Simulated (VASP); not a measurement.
# Ta16S in VASP: a series of runs

Runs on Ta16S. Level: PBE. Tasks: single point.

Everything below comes from runs of VASP 6.6.1. Logs are shortened: lines on timing, memory, paths and dates and some standing lists are left out, and cuts for length are marked.

## Step 1: The cell of the first run

The cell holds a slab with vacuum, 17 atoms: a = 6.638 Å, b = 6.638 Å, c = 20.300 Å, α = 90.00°, β = 90.00°, γ = 90.00°.

## Step 2: Single point, PBE

INCAR

```
SYSTEM = Ta16S
PREC     = Accurate       ! precision mode
ENCUT    = 520            ! plane-wave cutoff, eV
EDIFF    = 1E-6           ! SCF threshold, eV
ISMEAR   = 0              ! smearing method
SIGMA    = 0.1            ! smearing width, eV
LREAL    = Auto         
LASPH    = .TRUE.         ! aspherical terms in the spheres
NELM     = 80             ! most SCF steps
ALGO     = Normal         ! electronic algorithm
ISIF     = 2              ! what is computed and relaxed
LWAVE    = .FALSE.        ! write WAVECAR
LCHARG   = .FALSE.        ! write CHGCAR
LDIPOL   = .TRUE.       
IDIPOL   = 3            
DIPOL    = 0.5 0.5 0.331
GGA      = PE             ! functional
NBANDS   = 105            ! bands
```

KPOINTS

```
regular mesh
0
G
  4 4 1
  0 0 0
```

POSCAR

```
Ta16S
1.0
    6.6379342675      0.0000000000      0.0000000000
    0.0000000000      6.6379342675      0.0000000000
    0.0000000000      0.0000000000     20.2996557315
Ta S
16 1
Direct
    0.2500000000      0.2500000000      0.1970476767
    0.2500000000      0.7500000000      0.1970476767
    0.7500000000      0.2500000000      0.1970476767
    0.7500000000      0.7500000000      0.1970476767
    0.0000000000      0.0000000000      0.2787970221
    0.0000000000      0.5000000000      0.2787970221
    0.5000000000      0.0000000000      0.2787970221
    0.5000000000      0.5000000000      0.2787970221
    0.2500000000      0.2500000000      0.3599139031
    0.2500000000      0.7500000000      0.3599139031
    0.7500000000      0.2500000000      0.3599139031
    0.7500000000      0.7500000000      0.3599139031
    0.0000000000      0.0000000000      0.4334879294
    0.0000000000      0.5000000000      0.4334879294
    0.5000000000      0.0000000000      0.4334879294
    0.5000000000      0.5000000000      0.4334879294
    0.0000000000      0.0000000000      0.5441631703
```

Potentials or basis: VASP PAW PBE potentials, release 64 (Ta_pv, S).

Launch:

```
cat potpaw_PBE.64/Ta_pv/POTCAR potpaw_PBE.64/S/POTCAR > POTCAR
mpirun -np 1 vasp_std > vasp.out
```

OUTCAR:

```text
SYSTEM = Ta16S
   PREC = Accurate
   ENCUT = 520
   EDIFF = 1E-6
   ISMEAR = 0
   LREAL = Auto
   LASPH = .TRUE.
   NELM = 80
   ISIF = 2
   GGA = PE

 ion  position               nearest neighbor table
   1  0.250  0.250  0.197-   5 2.87   6 2.87   7 2.87   8 2.87   9 3.31   3 3.32   2 3.32   2 3.32
                             3 3.32
   2  0.250  0.750  0.197-   5 2.87   6 2.87   7 2.87   8 2.87  10 3.31   4 3.32   1 3.32   1 3.32
                             4 3.32
   3  0.750  0.250  0.197-   5 2.87   6 2.87   7 2.87   8 2.87  11 3.31   4 3.32   1 3.32   4 3.32
                             1 3.32
   4  0.750  0.750  0.197-   5 2.87   6 2.87   7 2.87   8 2.87  12 3.31   3 3.32   2 3.32   3 3.32
                             2 3.32
   5  0.000  0.000  0.279-   9 2.87  10 2.87  11 2.87  12 2.87   1 2.87   2 2.87   3 2.87   4 2.87
                            13 3.14   7 3.32   6 3.32   6 3.32   7 3.32
   6  0.000  0.500  0.279-   9 2.87  10 2.87  11 2.87  12 2.87   1 2.87   2 2.87   3 2.87   4 2.87
                            14 3.14   8 3.32   5 3.32   5 3.32   8 3.32
   7  0.500  0.000  0.279-   9 2.87  10 2.87  11 2.87  12 2.87   1 2.87   2 2.87   3 2.87   4 2.87
                            15 3.14   8 3.32   5 3.32   8 3.32   5 3.32
   8  0.500  0.500  0.279-   9 2.87  10 2.87  11 2.87  12 2.87   1 2.87   2 2.87   3 2.87   4 2.87
                            16 3.14   7 3.32   6 3.32   7 3.32   6 3.32
   9  0.250  0.250  0.360-  13 2.78  14 2.78  15 2.78  16 2.78   5 2.87   6 2.87   7 2.87   8 2.87
                             1 3.31  10 3.32  11 3.32  10 3.32  11 3.32
  10  0.250  0.750  0.360-  13 2.78  14 2.78  15 2.78  16 2.78   5 2.87   6 2.87   7 2.87   8 2.87
                             2 3.31   9 3.32  12 3.32   9 3.32  12 3.32
  11  0.750  0.250  0.360-  13 2.78  14 2.78  15 2.78  16 2.78   5 2.87   6 2.87   7 2.87   8 2.87
                             3 3.31   9 3.32  12 3.32  12 3.32   9 3.32
  12  0.750  0.750  0.360-  13 2.78  14 2.78  15 2.78  16 2.78   5 2.87   6 2.87   7 2.87   8 2.87
                             4 3.31  10 3.32  11 3.32  11 3.32  10 3.32
  13  0.000  0.000  0.433-  17 2.25  10 2.78  11 2.78  12 2.78   9 2.78   5 3.14  15 3.32  14 3.32
                            14 3.32  15 3.32
  14  0.000  0.500  0.433-   9 2.78  10 2.78  11 2.78  12 2.78   6 3.14  13 3.32  16 3.32  13 3.32
                            16 3.32
  15  0.500  0.000  0.433-   9 2.78  10 2.78  11 2.78  12 2.78   7 3.14  13 3.32  16 3.32  16 3.32
                            13 3.32
  16  0.500  0.500  0.433-   9 2.78  10 2.78  11 2.78  12 2.78   8 3.14  14 3.32  15 3.32  15 3.32
                            14 3.32
  17  0.000  0.000  0.544-  13 2.25

  LATTYP: Found a simple tetragonal cell.
 ALAT       =     6.6379342675
 C/A-ratio  =     3.0581284649

  Lattice vectors:

 A1 = (   6.6379342675,   0.0000000000,   0.0000000000)
 A2 = (   0.0000000000,   6.6379342675,   0.0000000000)
 A3 = (   0.0000000000,   0.0000000000,  20.2996557315)

Analysis of symmetry for initial positions (statically):
=====================================================================
 Subroutine PRICEL returns:
 Original cell was already a primitive cell.

 Routine SETGRP: Setting up the symmetry group for a
 simple tetragonal supercell.

 Subroutine GETGRP returns: Found  8 space group operations
 (whereof  8 operations were pure point group operations)
 out of a pool of 16 trial point group operations.

The static configuration has the point symmetry C_4v.

Analysis of symmetry for dynamics (positions and initial velocities):
=====================================================================
 Subroutine PRICEL returns:
 Original cell was already a primitive cell.

 Routine SETGRP: Setting up the symmetry group for a
 simple tetragonal supercell.

 Subroutine GETGRP returns: Found  8 space group operations
 (whereof  8 operations were pure point group operations)
 out of a pool of 16 trial point group operations.

The dynamic configuration has the point symmetry C_4v.

 Subroutine INISYM returns: Found  8 space group operations
 (whereof  8 operations are pure point group operations),
 and found     1 'primitive' translations

----------------------------------------------------------------------------------------

                                     Primitive cell

  volume of cell :     894.4469

  direct lattice vectors                    reciprocal lattice vectors
     6.637934268  0.000000000  0.000000000     0.150649277  0.000000000  0.000000000
     0.000000000  6.637934268  0.000000000     0.000000000  0.150649277  0.000000000
     0.000000000  0.000000000 20.299655731     0.000000000  0.000000000  0.049261919

  length of vectors
[... 58 lines left out ...]

  Shift w.r.t. Gamma in fractional coordinates (k-lattice)
     0.000000000  0.000000000  0.000000000

 Subroutine IBZKPT returns following result:
 ===========================================

 Found      6 irreducible k-points:

 Following reciprocal coordinates:
            Coordinates               Weight
  0.000000  0.000000  0.000000      1.000000
  0.250000  0.000000  0.000000      4.000000
  0.500000  0.000000  0.000000      2.000000
  0.250000  0.250000  0.000000      4.000000
  0.500000  0.250000  0.000000      4.000000
  0.500000  0.500000  0.000000      1.000000
   k-points           NKPTS =      6   k-points in BZ     NKDIM =      6   number of bands    NBANDS=    105
   number of dos      NEDOS =    301   number of ions     NIONS =     17
   total plane-waves  NPLWV = 400000
   dimension x,y,z NGX =    50 NGY =   50 NGZ =  160
   dimension x,y,z NGXF=   100 NGYF=  100 NGZF=  320
   ions per type =              16   1
   NGX,Y,Z   is equivalent  to a cutoff of  12.52, 12.52, 13.10 a.u.
   NGXF,Y,Z  is equivalent  to a cutoff of  25.04, 25.04, 26.21 a.u.
 SYSTEM =  Ta16S
   PREC   = accura    normal or accurate (medium, high low for compatibility)
   ISTART =      0    job   : 0-new  1-cont  2-samecut
   ICHARG =      2    charge: 1-file 2-atom 10-const
   ISPIN  =      1    spin polarized calculation?
   LNONCOLLINEAR =      F non collinear calculations
   LSORBIT =      F    spin-orbit coupling
   LASPH  =      T    aspherical Exc in radial PAW
   ENCUT  =  520.0 eV  38.22 Ry    6.18 a.u.  12.34 12.34 37.74*2*pi/ulx,y,z
   NELM   =     80;   NELMIN=  2; NELMDL= -5     # of ELM steps
   EDIFF  = 0.1E-05   stopping-criterion for ELM
   LREAL  =      T    real-space projection
   EDIFFG = 0.1E-04   stopping-criterion for IOM
   NSW    =      0    number of steps for IOM
   IBRION =     -1    ionic relax: 0-MD 1-quasi-New 2-CG
   NFREE  =      0    steps in history (QN), initial steepest desc. (CG)
   ISIF   =      2    stress and relaxation
   ISYM   =      2    0-nonsym 1-usesym 2-fastsym
   POTIM  = 0.5000    time-step for ionic-motion
   TEBEG  =    0.0;   TEEND  =   0.0 temperature during run
   PSTRESS=    0.0 pullay stress
   NELECT =     182.0000    total number of electrons
   NUPDOWN=      -1.0000    fix difference up-down
   EMIN   =  10.00;   EMAX   =-10.00  energy-range for DOS
   EFERMI =   0.00;   METHOD = LEGACY
   ISMEAR =     0;   SIGMA  =   0.10  broadening in eV -4-tet -1-fermi 0-gaus
   EFERMI_NEDOS =   21; number of points for ismear=-14 and -15
   IALGO  =     38    algorithm
   IMIX   =      4    mixing-type and parameters
     AMIX     =   0.40;   BMIX     =  1.00
     AMIX_MAG =   1.60;   BMIX_MAG =  1.00
  volume/ion in A,a.u.               =      52.61       355.06
  Fermi-wavevector in a.u.,A,eV,Ry     =   0.962898  1.819614 12.614957  0.927173
  Thomas-Fermi vector in A             =   2.092397
   LORBIT       =      0    0 simple, 1 ext, 2 COOP (PROOUT), +10 PAW based schemes
   GGA     = PE    functional components
   LHFCALC =     F    Hartree Fock is set to
   AEXX    =    0.0000 exact exchange contribution
   IVDW    =     0    specifies the selected vdW correction
   LEPSILON=     F    determine dielectric tensor
   LRPA    =     F    only Hartree local field effects (RPA)
 non-spin polarized calculation
 Gauss-broadening in eV      SIGMA  =   0.10
  energy-cutoff  :      520.00
  volume of cell :      894.45
 maximum number of plane-waves:     24163
 NGX is ok and might be reduce to    50
   NGX = 25   NGY = 25   NGZ = 75

 dipolmoment           0.000000      0.000000     -2.157080 electrons x Angstroem

 number of electron     181.9999956 magnetization

 dipolmoment           0.000000      0.000000      0.211120 electrons x Angstroem

 Free energy of the ion-electron system (eV)
  ---------------------------------------------------
  ext. energy  EPLUGINS =         0.00000000
  ---------------------------------------------------
  free energy    TOTEN  =      -179.71858335 eV

  energy without entropy =     -179.65224052  energy(sigma->0) =     -179.68541194

 E-fermi :  -0.6908     XC(G=0):  -5.4483

 val. band max:       -0.7616994655   @ k =   0.5000   0.0000   0.0000
 cond. band min:      -0.6846300915   @ k =   0.0000   0.0000   0.0000
 fundamental gap:      0.0770693740
 Fermi energy:        -0.6907542715

 k-point     1 :       0.0000    0.0000    0.0000
  band No.  band energies     occupation
      1     -35.7078      2.00000
      2     -35.7074      2.00000
      3     -35.6994      2.00000
      4     -35.6994      2.00000
      5     -35.6909      2.00000
      6     -35.6909      2.00000
[... 625 lines left out ...]
    102      -0.1448      0.00000
    103      -0.0257      0.00000
 [bands above 103 left out]

------------------------ aborting loop because EDIFF is reached ----------------------------------------

 vacuum level on the upper side and lower side of the slab       (xc-potential included)         0.395        -0.504

  FORCE on cell =-STRESS in cart. coord.  units (eV):
  Direction    XX          YY          ZZ          XY          YZ          ZX
  --------------------------------------------------------------------------------------
  -------------------------------------------------------------------------------------
  Total      -17.4558608    -17.4558608     -1.5718371      0.0000000      0.0000000      0.0000000
  in kB      -31.2677971    -31.2677971     -2.8155520      0.0000000      0.0000000      0.0000000
  external PRESSURE =     -21.7837154 kB  Pullay stress =       0.0000000 kB

 VOLUME and BASIS-vectors are now :
 -----------------------------------------------------------------------------
  energy-cutoff  :      520.00
  volume of cell :      894.45
      direct lattice vectors                 reciprocal lattice vectors
     6.637934268  0.000000000  0.000000000     0.150649277  0.000000000  0.000000000
     0.000000000  6.637934268  0.000000000     0.000000000  0.150649277  0.000000000
     0.000000000  0.000000000 20.299655731     0.000000000  0.000000000  0.049261919

 POSITION                                       TOTAL-FORCE (eV/Angst)
 -----------------------------------------------------------------------------------
      1.65948      1.65948      4.00000        -0.019941     -0.019941      0.770162
      1.65948      4.97845      4.00000        -0.019941      0.019941      0.770162
      4.97845      1.65948      4.00000         0.019941     -0.019941      0.770162
      4.97845      4.97845      4.00000         0.019941      0.019941      0.770162
      0.00000      0.00000      5.65948        -0.000000      0.000000     -1.285950
      0.00000      3.31897      5.65948        -0.000000     -0.000000     -0.776511
[... 9 lines left out ...]
      3.31897      3.31897      8.79966        -0.000000      0.000000     -0.422560
      0.00000      0.00000     11.04633        -0.000000      0.000000      0.003909
 -----------------------------------------------------------------------------------
    total drift:                                0.000000     -0.000000      0.004246

  FREE ENERGIE OF THE ION-ELECTRON SYSTEM (eV)
  ---------------------------------------------------
  free  energy   TOTEN  =      -179.7185833464 eV

  energy  without entropy=     -179.6522405247  energy(sigma->0) =     -179.68541194

 vacuum level on the upper side and lower side of the slab         4.155         3.245
```

It took 25 min on 1 thread of Intel Xeon Platinum 8375C at 2.90GHz (Ice Lake), shared host; peak memory 0.95 GiB.

What came out:

```
Free energy            : -179.7186 eV
Largest force          : 2.206 eV/Å
Band gap on the k mesh : zero (bands 91 and 92 overlap by 0.88 eV)
```

Forces on the atoms (eV/Å):
```
Ta  -0.020 -0.020  0.770
Ta  -0.020  0.020  0.770
Ta   0.020 -0.020  0.770
Ta   0.020  0.020  0.770
Ta   0.000  0.000 -1.286
Ta   0.000  0.000 -0.777
Ta   0.000  0.000 -0.777
Ta   0.000  0.000 -0.637
Ta   0.315  0.315 -0.396
Ta   0.315 -0.315 -0.396
Ta  -0.315  0.315 -0.396
Ta  -0.315 -0.315 -0.396
Ta   0.000  0.000  2.206
Ta   0.000  0.000  0.096
Ta   0.000  0.000  0.096
Ta   0.000  0.000 -0.423
S    0.000  0.000  0.004
```

Caveat: spin-orbit coupling is left out, which moves the levels of the heavy elements.

## Step 3: Single point, PBE

INCAR

```
SYSTEM = Ta16S
  ALGO = Normal
  DIPOL = 0.5 0.5 0.327
  EDIFF = 1E-6
  ENCUT = 520
  GGA = PE
  IDIPOL = 3
  ISIF = 2
  ISMEAR = 0
  LASPH = .True.
  LCHARG = .False.
  LDIPOL = .True.
  LREAL = Auto
  LWAVE = .False.
  NBANDS = 105
  NELM = 100
  PREC = Accurate
  SIGMA = 0.1
```

KPOINTS

```
k-points
0
Gamma
  4 4 1
  0 0 0
```

POSCAR: that of step 2 with these lines changed.

```diff
@@ -24,2 +24,2 @@
     0.5000000000      0.5000000000      0.4334879294
-    0.0000000000      0.0000000000      0.5441631703
+    0.2500000000      0.2500000000      0.4882308307
```

Potentials or basis: VASP PAW PBE potentials, release 64 (Ta_pv, S).

Launch:

```
cat potpaw_PBE.64/Ta_pv/POTCAR potpaw_PBE.64/S/POTCAR > POTCAR
mpirun -np 1 vasp_std > vasp.out
```

It took 25 min on 1 thread of Intel Xeon Platinum 8375C at 2.90GHz (Ice Lake), shared host; peak memory 0.96 GiB.

It converged, with:

```yaml
Free_energy: -182.0680 eV
Largest_force: 1.406 eV/Å
Band_gap_on_the_k_mesh: zero (bands 91 and 92 overlap by 0.37 eV)
```

Forces on the atoms (eV/Å):
```
Ta   0.000  0.000  0.949
Ta   0.000  0.000  0.835
Ta   0.000  0.000  0.835
Ta   0.000  0.000  0.729
Ta   0.000  0.000 -0.796
Ta   0.000  0.000 -0.796
Ta   0.000  0.000 -0.796
Ta   0.000  0.000 -0.796
Ta   0.000  0.000 -1.406
Ta   0.000  0.000 -0.088
Ta   0.000  0.000 -0.088
Ta   0.000  0.000 -0.309
Ta  -0.144 -0.144  0.429
Ta  -0.144  0.144  0.429
Ta   0.144 -0.144  0.429
Ta   0.144  0.144  0.429
S    0.000  0.000  0.013
```

Levels at points of the mesh, in eV from the Fermi level:
| k point | band 86 | band 87 | band 88 | band 89 | band 90 | band 91 | band 92 | band 93 | band 94 | band 95 |
| --- | --- | --- | --- | --- | --- | --- | --- | --- | --- | --- |
| (0.00, 0.00, 0.00) | -0.18 | -0.18 | -0.11 | -0.07 | 0.09 | 0.15 | 0.17 | 0.17 | 0.34 | 0.34 |
| (0.50, 0.00, 0.00) | -0.75 | -0.69 | -0.69 | -0.43 | -0.39 | -0.30 | 0.14 | 0.22 | 0.27 | 0.27 |
| (0.50, 0.50, 0.00) | -1.05 | -1.05 | -1.00 | -0.87 | -0.87 | -0.86 | -0.22 | -0.15 | -0.13 | -0.13 |

Caveat: spin-orbit coupling is left out, which moves the levels of the heavy elements.
